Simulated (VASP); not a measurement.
## Si: single point with LDA

Crystal: Si.

```
CELL_PARAMETERS angstrom
0.00000 2.66505 2.70097
2.66505 0.00000 2.70097
2.66505 2.66505 0.00000
ATOMIC_POSITIONS crystal
Si 0.50666 0.49334 0.49334
Si 0.74334 0.75666 0.75666
```

| Quantity | Value |
| --- | --- |
| Program | VASP 6.6.1 |
| Task | single point |
| Functional | LDA |
| Potentials or basis | VASP PAW LDA potentials, release 64 (Si) |
| Cutoff | 520 eV |
| k mesh | 12 × 12 × 12 |
| Occupations | gaussian, width 0.05 eV |
| Spin | no spin polarisation |
| Dipole correction | no |
| Further INCAR settings | ALGO = Normal; EDIFF = 1e-06; NBANDS = 11 |

```yaml
Pressure: 3.0 GPa
Largest_force: 1.004 eV/Å
Band_gap_on_the_k_mesh: zero (band 4 reaches 6.55 eV, above the bottom of band 5 at 6.52 eV)
```

Forces on the atoms (eV/Å):
```
Si   1.004  0.000  0.000
Si  -1.004  0.000  0.000
```

Stress tensor (GPa, compression positive):
```
 3.14  0.00  0.00
 0.00  3.54 -3.36
 0.00 -3.36  2.24
```

Levels at points of the mesh, in eV from the Fermi level:
```
           k point  band 2  band 3  band 4  band 5  band 6  band 7
(0.00, 0.00, 0.00)   -0.65   -0.24    0.04    2.06    2.22    2.46
(0.50, 0.00, 0.00)   -7.32   -1.79   -1.33    1.24    2.73    3.11
(0.00, 0.00, 0.50)   -7.65   -1.63   -1.33    1.32    2.81    3.30
(0.50, 0.50, 0.00)   -8.31   -3.17   -3.17    0.30    0.30   10.09
(0.50, 0.00, 0.50)   -8.22   -3.28   -3.28    0.19    0.19   10.02
(0.00, 0.50, 0.50)   -7.99   -3.42   -3.18    0.03    0.36    9.96
```

It took 50 s on 1 thread of Intel(R) Xeon(R) 6975P-C (Granite Rapids), on a shared host, peak memory 0.25 GiB.

Caveat: forces of over 1 eV/Å act on the atoms, so gaps and moduli don't describe the material at rest.
